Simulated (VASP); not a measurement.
Write the native input for VASP 6.6.1 that does the following.

```
Task                   : electric field gradients
Functional             : PBE
Potentials or basis    : VASP PAW PBE potentials, release 64 (Pd)
Cutoff                 : 520 eV
k mesh                 : 18 × 18 × 18
Occupations            : fermi-dirac, width 0.05 eV
Spin                   : no spin polarisation
Dipole correction      : no
Further INCAR settings : ALGO = Normal; EDIFF = 1e-08; NBANDS = 11
```

The structure of Pd lies in POSCAR:

```
Pd
1.0
    0.0000000000      1.9577805078      1.9577805078
    1.9577805078      0.0000000000      1.9577805078
    1.9577805078      1.9577805078      0.0000000000
Pd
1
Direct
    0.0000000000      0.0000000000      0.0000000000
```

This cell differs from its parent crystal: volume scaled by 1.02.

These files were run (other wordings do the same):

INCAR

```
SYSTEM = Pd
  PREC = Accurate
  ENCUT = 520
  EDIFF = 1E-8
  ISMEAR = -1
  SIGMA = 0.05
  LREAL = .FALSE.
  LASPH = .TRUE.
  NELM = 80
  ALGO = Normal
  ISIF = 2
  LWAVE = .FALSE.
  LCHARG = .FALSE.
  GGA = PE
  LEFG = .TRUE.
  NBANDS = 11
```

KPOINTS

```
Automatic mesh
0
G
  18 18 18
  0 0 0
```

Potentials or basis: VASP PAW PBE potentials, release 64 (Pd).

Command:

```bash
$ cat potpaw_PBE.64/Pd/POTCAR > POTCAR
$ mpirun -np 1 vasp_std > vasp.out
```

It gave:

| Item | Value |
| --- | --- |
| Pressure | 3.4 GPa |
| Band gap on the k mesh | zero (band 5 reaches 9.77 eV, above the bottom of band 6 at 8.23 eV) |

Caveat: without QUAD_EFG the Cq values of the log hold for a quadrupole moment of 1 mb, not for the nuclei.

Wall time 100 s on 1 thread of AMD EPYC 7R13 (shared host), peak memory 0.13 GiB.
